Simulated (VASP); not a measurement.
# Pt (Fm-3m) in VASP: notebook, part 2 of 2

VASP 6.6.1. Earlier steps stand in the parts before.

### 5 Single point, r2SCAN

File POSCAR:

```
Pt
1.0
    0.0000000000      1.9705765473      1.9705765473
    1.9705765473      0.0000000000      1.9705765473
    1.9705765473      1.9705765473      0.0000000000
Pt
1
Direct
    0.0000000000      0.0000000000      0.0000000000
```

File INCAR.step1:

```
ALGO = Normal ; EDIFF = 1E-4
ENCUT = 520 ; GGA = PE
ISMEAR = 0 ; LASPH = True
LCHARG = False ; LREAL = False
LWAVE = True ; NBANDS = 11
NELM = 100 ; PREC = Accurate
SIGMA = 0.3
```

File INCAR.step2:

```
ALGO = Normal ; EDIFF = 1E-7
ENCUT = 520 ; ISIF = 2
ISMEAR = 0 ; ISTART = 1
LASPH = True ; LCHARG = False
LMIXTAU = True ; LREAL = False
LWAVE = False ; METAGGA = R2SCAN
NBANDS = 11 ; NELM = 100
PREC = Accurate ; SIGMA = 0.3
```

File KPOINTS:

```
k-points
0
Gamma
  14 14 14
```

Run with:

```
$ cat potpaw_PBE.64/Pt/POTCAR > POTCAR
$ cp INCAR.step1 INCAR
$ mpirun -np 1 vasp_std > vasp.out
$ cp INCAR.step2 INCAR
$ mpirun -np 1 vasp_std > vasp.out
```

Wall time 2.6 min (1 thread of AMD EPYC 9R45, shared host); peak memory 0.13 GiB.

Results (log left out):

```yaml
Free_energy: -51.5447 eV
Pressure: 0.8 GPa
Band_gap_on_the_k_mesh: zero (band 5 reaches 11.25 eV, above the bottom of band 6 at 8.92 eV)
```

Levels at points of the mesh, in eV from the Fermi level:
```
           k point  band 2  band 3  band 4  band 5  band 6  band 7  band 8  band 9
(0.00, 0.00, 0.00)   -3.83   -3.83   -3.83   -1.72   -1.72   15.52   20.60   20.60
(0.50, 0.00, 0.00)   -3.92   -3.92   -0.25    0.02    0.02    6.04   15.16   19.85
(0.50, 0.50, 0.00)   -6.71   -0.06    0.50    0.50    1.97    9.18   11.97   11.97
```

Caveat: the PAW data sets were made with another functional, which shifts forces and pressure a little; spin-orbit coupling is left out, which moves the levels of the heavy elements.

### 6 Single point, r2SCAN

POSCAR is that of step 5.

File INCAR.step1:

```
SYSTEM = Pt
ALGO     = Normal         ! electronic algorithm
EDIFF    = 1E-4           ! SCF threshold, eV
ENCUT    = 520            ! plane-wave cutoff, eV
GGA      = PE             ! functional
ISMEAR   = 0              ! smearing method
LASPH    = .TRUE.         ! aspherical terms in the spheres
LCHARG   = .FALSE.        ! write CHGCAR
LREAL    = .FALSE.        ! projectors in reciprocal space
LWAVE    = .TRUE.         ! write WAVECAR
NBANDS   = 11             ! bands
NELM     = 100            ! most SCF steps
PREC     = Accurate       ! precision mode
SIGMA    = 0.6            ! smearing width, eV
```

File INCAR.step2:

```
SYSTEM = Pt
ALGO     = Normal         ! electronic algorithm
EDIFF    = 1E-6           ! SCF threshold, eV
ENCUT    = 520            ! plane-wave cutoff, eV
ISIF     = 2              ! what is computed and relaxed
ISMEAR   = 0              ! smearing method
ISTART   = 1            
LASPH    = .TRUE.         ! aspherical terms in the spheres
LCHARG   = .FALSE.        ! write CHGCAR
LMIXTAU  = .TRUE.       
LREAL    = .FALSE.        ! projectors in reciprocal space
LWAVE    = .FALSE.        ! write WAVECAR
METAGGA  = R2SCAN         ! meta-GGA
NBANDS   = 11             ! bands
NELM     = 100            ! most SCF steps
PREC     = Accurate       ! precision mode
SIGMA    = 0.6            ! smearing width, eV
```

File KPOINTS:

```
k-points
0
G
  14 14 14
  0 0 0
```

Potentials or basis: VASP PAW PBE potentials, release 64 (Pt).

Run with:

```
$ cat potpaw_PBE.64/Pt/POTCAR > POTCAR
$ cp INCAR.step1 INCAR
$ mpirun -np 1 vasp_std > vasp.out
$ cp INCAR.step2 INCAR
$ mpirun -np 1 vasp_std > vasp.out
```

OUTCAR:

```text
SYSTEM = Pt
   EDIFF = 1E-6
   ENCUT = 520
   ISIF = 2
   ISMEAR = 0
   ISTART = 1
   LASPH = .TRUE.
   LREAL = .FALSE.
   METAGGA = R2SCAN
   NELM = 100
   PREC = Accurate

 ion  position               nearest neighbor table
   1  0.000  0.000  0.000-

  LATTYP: Found a face centered cubic cell.
 ALAT       =     3.9411530946

  Lattice vectors:

 A1 = (   0.0000000000,   1.9705765473,   1.9705765473)
 A2 = (   1.9705765473,   0.0000000000,   1.9705765473)
 A3 = (   1.9705765473,   1.9705765473,   0.0000000000)

Analysis of symmetry for initial positions (statically):
=====================================================================
 Subroutine PRICEL returns:
 Original cell was already a primitive cell.

 Routine SETGRP: Setting up the symmetry group for a
 face centered cubic supercell.

 Subroutine GETGRP returns: Found 48 space group operations
 (whereof 48 operations were pure point group operations)
 out of a pool of 48 trial point group operations.

The static configuration has the point symmetry O_h .

Analysis of symmetry for dynamics (positions and initial velocities):
=====================================================================
 Subroutine PRICEL returns:
 Original cell was already a primitive cell.

 Routine SETGRP: Setting up the symmetry group for a
 face centered cubic supercell.

 Subroutine GETGRP returns: Found 48 space group operations
 (whereof 48 operations were pure point group operations)
 out of a pool of 48 trial point group operations.

The dynamic configuration has the point symmetry O_h .

 Subroutine INISYM returns: Found 48 space group operations
 (whereof 48 operations are pure point group operations),
 and found     1 'primitive' translations

----------------------------------------------------------------------------------------

[... 109 lines left out ...]
     AMIX     =   0.40;   BMIX     =  1.00
     AMIX_MAG =   1.60;   BMIX_MAG =  1.00
  volume/ion in A,a.u.               =      15.30       103.28
  Fermi-wavevector in a.u.,A,eV,Ry     =   1.420599  2.684543 27.457940  2.018102
  Thomas-Fermi vector in A             =   2.541497
   LORBIT       =      0    0 simple, 1 ext, 2 COOP (PROOUT), +10 PAW based schemes
   METAGGA = R2SCAN    functional components
   LHFCALC =     F    Hartree Fock is set to
   AEXX    =    0.0000 exact exchange contribution
   IVDW    =     0    specifies the selected vdW correction
   LEPSILON=     F    determine dielectric tensor
   LRPA    =     F    only Hartree local field effects (RPA)
 non-spin polarized calculation
 Gauss-broadening in eV      SIGMA  =   0.60
  energy-cutoff  :      520.00
  volume of cell :       15.30
 maximum number of plane-waves:       428
 NGX is ok and might be reduce to    24
   NGX = 11   NGY = 11   NGZ = 11

 number of electron      10.0000001 magnetization

 Free energy of the ion-electron system (eV)
  ---------------------------------------------------
  ext. energy  EPLUGINS =         0.00000000
  ---------------------------------------------------
  free energy    TOTEN  =       -51.63492403 eV

  energy without entropy =      -51.41471028  energy(sigma->0) =      -51.52481716

 E-fermi :  10.7984     XC(G=0): -14.5318

 val. band max:       10.7971337914   @ k =  -0.4286   0.3571   0.0000
 cond. band min:      10.7990000371   @ k =   0.4286   0.3571   0.0000
 fundamental gap:      0.0018662457
 Fermi energy:        10.7984098579

 k-point     1 :       0.0000    0.0000    0.0000
  band No.  band energies     occupation
      1       0.4095      2.00000
      2       6.9148      2.00000
      3       6.9148      2.00000
      4       6.9148      2.00000
      5       9.0302      1.99997
      6       9.0302      1.99997
      7      26.2598      0.00000
      8      31.3398      0.00000
      9      31.3398      0.00000
     10      31.3398      0.00000
     11      37.1509      0.00000
[... 309 lines left out ...]
 k-point    24 :       0.2857    0.1429    0.0000
  band No.  band energies     occupation
      1       3.0080      2.00000
      2       5.8393      2.00000
      3       7.2413      2.00000
      4       7.8440      2.00000
      5       8.9867      1.99998
      6       9.8260      1.97809
      7      25.6594      0.00000
      8      28.9486      0.00000
      9      30.3993      0.00000
     10      31.9374      0.00000
     11      35.9387      0.00000

 [... further k-points ...]
[... 5 lines left out ...]
  --------------------------------------------------------------------------------------
  -------------------------------------------------------------------------------------
  Total        0.1837902      0.1837902      0.1837902      0.0000000      0.0000000      0.0000000
  in kB       19.2407917     19.2407917     19.2407917      0.0000000      0.0000000      0.0000000
  external PRESSURE =      19.2407917 kB  Pullay stress =       0.0000000 kB

 VOLUME and BASIS-vectors are now :
 -----------------------------------------------------------------------------
  energy-cutoff  :      520.00
  volume of cell :       15.30
      direct lattice vectors                 reciprocal lattice vectors
     0.000000000  1.970576547  1.970576547    -0.253732848  0.253732848  0.253732848
     1.970576547  0.000000000  1.970576547     0.253732848 -0.253732848  0.253732848
     1.970576547  1.970576547  0.000000000     0.253732848  0.253732848 -0.253732848

 POSITION                                       TOTAL-FORCE (eV/Angst)
 -----------------------------------------------------------------------------------
      0.00000      0.00000      0.00000         0.000000      0.000000      0.000000
 -----------------------------------------------------------------------------------
    total drift:                               -0.000000      0.000000      0.000000

  FREE ENERGIE OF THE ION-ELECTRON SYSTEM (eV)
  ---------------------------------------------------
  free  energy   TOTEN  =       -51.6349240295 eV

  energy  without entropy=      -51.4147102819  energy(sigma->0) =      -51.52481716
```

OUTCAR.step1:

```text
SYSTEM = Pt
   EDIFF = 1E-4
   ENCUT = 520
   GGA = PE
   ISMEAR = 0
   LASPH = .TRUE.
[... 554 lines left out ...]
 -----------------------------------------------------------------------------------
      0.00000      0.00000      0.00000         0.000000      0.000000      0.000000
 -----------------------------------------------------------------------------------
    total drift:                               -0.000000      0.000000     -0.000000

  FREE ENERGIE OF THE ION-ELECTRON SYSTEM (eV)
  ---------------------------------------------------
  free  energy   TOTEN  =        -6.2323811015 eV

  energy  without entropy=       -6.0036917961  energy(sigma->0) =       -6.11803645
```

Wall time 2.3 min (1 thread of AMD EPYC 9R45, shared host); peak memory 0.13 GiB.

What came out:

```
Free energy            : -51.6349 eV
Pressure               : 1.9 GPa
Band gap on the k mesh : zero (band 5 reaches 11.25 eV, above the bottom of band 6 at 8.93 eV)
```

Caveat: the PAW data sets were made with another functional, which shifts forces and pressure a little; spin-orbit coupling is left out, which moves the levels of the heavy elements.

### 7 The runs side by side

```tsv
smearing	gap on the mesh (eV)	pressure (GPa)
gaussian 0.03 eV	none	0.2
gaussian 0.1 eV	none	0.3
gaussian 0.2 eV	none	0.6
gaussian 0.3 eV	none	0.8
gaussian 0.6 eV	none	1.9
```

Alike in all rows: task single point; level r2SCAN; potentials or basis VASP PAW PBE potentials, release 64 (Pt); no spin polarisation; cell as given; k mesh 14 × 14 × 14; cutoff (eV) 520.

Every run on the cell as given and a fine mesh finds a metal.

Caveats: the PAW data sets were made with another functional, which shifts forces and pressure a little; spin-orbit coupling is left out, which moves the levels of the heavy elements.

Absolute energies hang on the potentials; compare differences alone.
